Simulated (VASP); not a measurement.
# Ba2Y3Si4 in VASP: further runs, part 2 of 2

VASP 6.6.1. Earlier steps stand in the parts before.

### 3 Single point, PBE

This run uses another cell than the first one.

The input, INCAR:

```
SYSTEM = Ba2Y3Si4
PREC = Accurate ; ENCUT = 520
EDIFF = 1E-7 ; ISMEAR = 0
SIGMA = 0.1 ; LREAL = .FALSE.
LASPH = .TRUE. ; NELM = 80
ALGO = Normal ; ISIF = 2
LWAVE = .FALSE. ; LCHARG = .FALSE.
GGA = PE ; NBANDS = 44
```

The input, KPOINTS:

```
Automatic mesh
0
G
  6 6 1
  0 0 0
```

The input, POSCAR:

```
Ba2Y3Si4
1.0
    3.2481367500      0.0000000000      0.0000000000
   -1.6240683700      2.8129689400      0.0000000000
    0.0000000000      0.0000000000     30.0781557800
Ba Y Si
2 3 4
Direct
    0.0000000000      0.0000000000      0.5597940100
    0.0000000000      0.0000000000      0.4402059900
    0.0000000000      0.0000000000      0.2686510100
    0.0000000000      0.0000000000      0.7313489900
    0.3333333300      0.6666666700      0.5000000000
    0.3333333300      0.6666666700      0.2160390100
    0.3333333300      0.6666666700      0.6786980100
    0.3333333300      0.6666666700      0.3213019900
    0.3333333300      0.6666666700      0.7839609900
```

Potentials or basis: VASP PAW PBE potentials, release 64 (Ba_sv, Y_sv, Si).

The run is started by

```
$ cat potpaw_PBE.64/Ba_sv/POTCAR potpaw_PBE.64/Y_sv/POTCAR potpaw_PBE.64/Si/POTCAR > POTCAR
$ mpirun -np 1 vasp_std > vasp.out
```

OUTCAR:

```text
SYSTEM = Ba2Y3Si4
   PREC = Accurate
   ENCUT = 520
   EDIFF = 1E-7
   ISMEAR = 0
   LREAL = .FALSE.
   LASPH = .TRUE.
   NELM = 80
   ISIF = 2
   GGA = PE

 ion  position               nearest neighbor table
   1  0.000  0.000  0.560-   5 2.60   5 2.60   5 2.60   2 3.60   5 4.16   5 4.16   5 4.16
   2  0.000  0.000  0.440-   5 2.60   5 2.60   5 2.60   1 3.60   5 4.16   5 4.16   5 4.16
   3  0.000  0.000  0.269-   6 2.45   6 2.45   6 2.45   8 2.45   8 2.45   8 2.45
   4  0.000  0.000  0.731-   9 2.45   9 2.45   9 2.45   7 2.45   7 2.45   7 2.45
   5  0.333  0.667  0.500-   1 2.60   2 2.60   1 2.60   2 2.60   1 2.60   2 2.60   1 4.16   2 4.16
                             1 4.16   2 4.16   1 4.16   2 4.16
   6  0.333  0.667  0.216-   3 2.45   3 2.45   3 2.45
   7  0.333  0.667  0.679-   4 2.45   4 2.45   4 2.45
   8  0.333  0.667  0.321-   3 2.45   3 2.45   3 2.45
   9  0.333  0.667  0.784-   4 2.45   4 2.45   4 2.45

  LATTYP: Found a hexagonal cell.
 ALAT       =     3.2481367500
 C/A-ratio  =     9.2601260646

  Lattice vectors:

 A1 = (   3.2481367500,   0.0000000000,   0.0000000000)
[... 180 lines left out ...]
 k-point     1 :       0.0000    0.0000    0.0000
  band No.  band energies     occupation
      1     -40.0107      2.00000
      2     -38.3429      2.00000
      3     -38.3429      2.00000
      4     -27.2842      2.00000
      5     -26.5638      2.00000
      6     -20.0246      2.00000
[... 318 lines left out ...]
     43       5.2275      0.00000
     44       5.3581      0.00000

------------------------ aborting loop because EDIFF is reached ----------------------------------------

  FORCE on cell =-STRESS in cart. coord.  units (eV):
  Direction    XX          YY          ZZ          XY          YZ          ZX
  --------------------------------------------------------------------------------------
  -------------------------------------------------------------------------------------
  Total       46.3706666     46.3706666     60.7152094      0.0000001      0.0000000      0.0000000
  in kB      270.3357457    270.3357456    353.9628095      0.0000005      0.0000000      0.0000000
  external PRESSURE =     298.2114336 kB  Pullay stress =       0.0000000 kB

 VOLUME and BASIS-vectors are now :
 -----------------------------------------------------------------------------
  energy-cutoff  :      520.00
  volume of cell :      274.82
      direct lattice vectors                 reciprocal lattice vectors
     3.248136750  0.000000000  0.000000000     0.307868811  0.177748141  0.000000000
    -1.624068370  2.812968940  0.000000000     0.000000000  0.355496282  0.000000000
     0.000000000  0.000000000 30.078155780     0.000000000  0.000000000  0.033246719

 POSITION                                       TOTAL-FORCE (eV/Angst)
 -----------------------------------------------------------------------------------
      0.00000      0.00000     16.83757        -0.000000      0.000000      8.703462
      0.00000      0.00000     13.24058        -0.000000      0.000000     -8.703462
      0.00000      0.00000      8.08053        -0.000000     -0.000000     -0.072804
      0.00000      0.00000     21.99763        -0.000000     -0.000000      0.072804
     -0.00000      1.87531     15.03908         0.000000     -0.000000      0.000000
     -0.00000      1.87531      6.49805        -0.000000      0.000000     -5.346688
     -0.00000      1.87531     20.41398         0.000000      0.000000     -5.852223
     -0.00000      1.87531      9.66417         0.000000     -0.000000      5.852223
     -0.00000      1.87531     23.58010        -0.000000      0.000000      5.346688
 -----------------------------------------------------------------------------------
    total drift:                                0.000012     -0.000007     -0.000000

  FREE ENERGIE OF THE ION-ELECTRON SYSTEM (eV)
  ---------------------------------------------------
  free  energy   TOTEN  =       -24.6065334825 eV

  energy  without entropy=      -24.5726049099  energy(sigma->0) =      -24.58956920
```

OSZICAR:

```text
N       E                     dE             d eps       ncg     rms          rms(c)
DAV:   1     0.548541121234E+03    0.54854E+03   -0.32698E+04   664   0.140E+03
DAV:   2     0.163082036601E+02   -0.53223E+03   -0.51668E+03   784   0.364E+02
DAV:   3    -0.339416652762E+02   -0.50250E+02   -0.48816E+02   952   0.812E+01
[... 43 lines left out ...]
DAV:  47    -0.246065325082E+02   -0.81491E-09   -0.16340E-06   896   0.478E-03    0.137E-02
DAV:  48    -0.246065327954E+02   -0.28715E-06   -0.46937E-07   608   0.231E-03    0.530E-03
DAV:  49    -0.246065331768E+02   -0.38145E-06   -0.16448E-07   508   0.131E-03    0.220E-03
DAV:  50    -0.246065333930E+02   -0.21620E-06   -0.37371E-08   400   0.780E-04    0.816E-04
DAV:  51    -0.246065334825E+02   -0.89471E-07   -0.17091E-08   364   0.530E-04
   1 F= -.24606533E+02 E0= -.24589569E+02  d E =-.339286E-01
```

Run time: 3 min. Hardware: 1 thread of Intel Xeon 6975P-C (Granite Rapids), shared host; peak memory 0.42 GiB.

What came out:

- Free energy: -24.6065 eV
- Largest force: 8.703 eV/Å
- Band gap on the k mesh: zero (an odd number of electrons rules out a gap without spin polarisation)

Forces in eV/Å, atoms in the order of the input:
```
Ba   0.000  0.000  8.703
Ba   0.000  0.000 -8.703
Y    0.000  0.000 -0.073
Y    0.000  0.000  0.073
Y    0.000  0.000  0.000
Si   0.000  0.000 -5.347
Si   0.000  0.000 -5.852
Si   0.000  0.000  5.852
Si   0.000  0.000  5.347
```

Caveat: the k points lie up to 0.37 Å⁻¹ apart, too coarse for converged energies and pressures of a metal; there is no dipole correction, which matters where the two faces differ; spin-orbit coupling is left out, which moves the levels of the heavy elements; an odd number of electrons without spin polarisation forces a metal; a magnetic or distorted state may lie lower.

### 4 Single point, PBE

This run uses another cell than the first one.

The input, INCAR:

```
SYSTEM = Ba2Y3Si4
PREC = Accurate ; ENCUT = 520
EDIFF = 1E-6 ; ISMEAR = 0
SIGMA = 0.1 ; LREAL = .False.
LASPH = .True. ; NELM = 100
ALGO = Fast ; ISIF = 2
LWAVE = .False. ; LCHARG = .False.
GGA = PE ; NBANDS = 44
```

The input, KPOINTS:

```
regular mesh
0
Gamma
  12 12 2
  0 0 0
```

The input, POSCAR:

```
Ba2Y3Si4
1.0
    3.5422755183      0.0000000000      0.0000000000
   -1.7711377592      3.0677005860      0.0000000000
    0.0000000000      0.0000000000     33.3892995520
Ba Y Si
2 3 4
Direct
    0.0000000000      0.0000000000      0.6076634551
    0.0000000000      0.0000000000      0.3923365449
    0.0000000000      0.0000000000      0.2489616439
    0.0000000000      0.0000000000      0.7510383561
    0.3333333333      0.6666666667      0.5000000000
    0.3333333333      0.6666666667      0.1845767843
    0.3333333333      0.6666666667      0.6846549261
    0.3333333333      0.6666666667      0.3153450739
    0.3333333333      0.6666666667      0.8154232157
```

The run is started by

```
$ cat potpaw_PBE.64/Ba_sv/POTCAR potpaw_PBE.64/Y_sv/POTCAR potpaw_PBE.64/Si/POTCAR > POTCAR
$ mpirun -np 1 vasp_std > vasp.out
```

Wall time 26 min (1 thread of Intel Xeon 6975P-C (Granite Rapids), shared host); peak memory 0.82 GiB.

It converged, with:

| Item | Value |
| --- | --- |
| Free energy | -41.3143 eV |
| Largest force | 0.073 eV/Å |
| Band gap on the k mesh | zero (an odd number of electrons rules out a gap without spin polarisation) |

Forces in eV/Å, atoms in the order of the input:
```
Ba   0.000  0.000 -0.059
Ba   0.000  0.000  0.059
Y    0.000  0.000 -0.001
Y    0.000  0.000  0.001
Y    0.000  0.000  0.000
Si   0.000  0.000  0.002
Si   0.000  0.000  0.073
Si   0.000  0.000 -0.073
Si   0.000  0.000 -0.002
```

Levels at points of the mesh, in eV from the Fermi level:
| k point | band 33 | band 34 | band 35 | band 36 | band 37 | band 38 | band 39 | band 40 |
| --- | --- | --- | --- | --- | --- | --- | --- | --- |
| (0.00, 0.00, 0.00) | 0.52 | 1.17 | 1.18 | 1.49 | 1.49 | 1.49 | 1.49 | 2.35 |
| (0.50, 0.00, 0.00) | -0.66 | -0.62 | -0.56 | -0.27 | 0.63 | 0.78 | 0.82 | 0.82 |
| (0.00, 0.00, 0.50) | 0.52 | 1.17 | 1.18 | 1.49 | 1.49 | 1.49 | 1.49 | 2.34 |
| (0.50, 0.00, 0.50) | -0.66 | -0.62 | -0.56 | -0.27 | 0.63 | 0.78 | 0.82 | 0.82 |

Caveat: there is no dipole correction, which matters where the two faces differ; spin-orbit coupling is left out, which moves the levels of the heavy elements; an odd number of electrons without spin polarisation forces a metal; a magnetic or distorted state may lie lower.

### 5 Overview

```tsv
cell	k mesh	gap on the mesh (eV)	largest force (eV/Å)
a = 3.552, b = 3.552, c = 33.303 Å, angles 90.0, 90.0, 120.0°, 9 atoms, atomic positions A	6 × 6 × 1	none	0.08
a = 3.248, b = 3.248, c = 30.078 Å, angles 90.0, 90.0, 120.0°, 9 atoms, atomic positions B	6 × 6 × 1	none	8.70
a = 3.542, b = 3.542, c = 33.389 Å, angles 90.0, 90.0, 120.0°, 9 atoms, atomic positions C	12 × 12 × 2	none	0.07
```

Alike in all rows: task single point; level PBE; potentials or basis VASP PAW PBE potentials, release 64 (Ba_sv, Y_sv, Si); no spin polarisation; cutoff (eV) 520; smearing gaussian 0.1 eV.

Caveats: some runs use coarse meshes; there is no dipole correction, which matters where the two faces differ; spin-orbit coupling is left out, which moves the levels of the heavy elements; an odd number of electrons without spin polarisation forces a metal; a magnetic or distorted state may lie lower.

Absolute energies hang on the potentials; compare differences alone.
